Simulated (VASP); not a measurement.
Here is a VASP 6.6.1 calculation.

File POSCAR:

```
TiAl
1.0
    2.8621753998      0.0000000029      0.0000000000
   -1.4310877024      2.4787166048      0.0000000000
    0.0000000000      0.0000000000      4.6273748565
Ti Al
1 1
Direct
    0.0000000000      0.0000000000      0.0000000000
    0.3333333333      0.6666666667      0.5000000000
```

The input INCAR.step1:

```
SYSTEM = TiAl
ALGO = Normal ; EDIFF = 1E-4
ENCUT = 520 ; GGA = PE
ISMEAR = 0 ; LASPH = .TRUE.
LCHARG = .FALSE. ; LREAL = .FALSE.
LWAVE = .TRUE. ; NBANDS = 14
NELM = 100 ; PREC = Accurate
SIGMA = 0.1
```

The input INCAR.step2:

```
SYSTEM = TiAl
ALGO = Normal ; BPARAM = 11.95
CPARAM = 0.0093 ; EDIFF = 1E-6
ENCUT = 520 ; ISIF = 2
ISMEAR = 0 ; ISTART = 1
IVDW_NL = 2 ; LASPH = .TRUE.
LCHARG = .FALSE. ; LMIXTAU = .TRUE.
LREAL = .FALSE. ; LUSE_VDW = .TRUE.
LWAVE = .FALSE. ; METAGGA = R2SCAN
NBANDS = 14 ; NELM = 100
PREC = Accurate ; SIGMA = 0.1
```

The input KPOINTS:

```
k-points
0
G
  18 18 10
  0 0 0
```

Potentials or basis: VASP PAW PBE potentials, release 64 (Ti_sv, Al).

Command:

```sh
$ cat potpaw_PBE.64/Ti_sv/POTCAR potpaw_PBE.64/Al/POTCAR > POTCAR
$ cp INCAR.step1 INCAR
$ mpirun -np 1 vasp_std > vasp.out
$ cp INCAR.step2 INCAR
$ mpirun -np 1 vasp_std > vasp.out
```

What does it give for the pressure?

0.1 GPa.

Predict the band gap on the k mesh.

zero (an odd number of electrons rules out a gap without spin polarisation).

Caveat: the PAW data sets were made with another functional, which shifts forces and pressure a little.
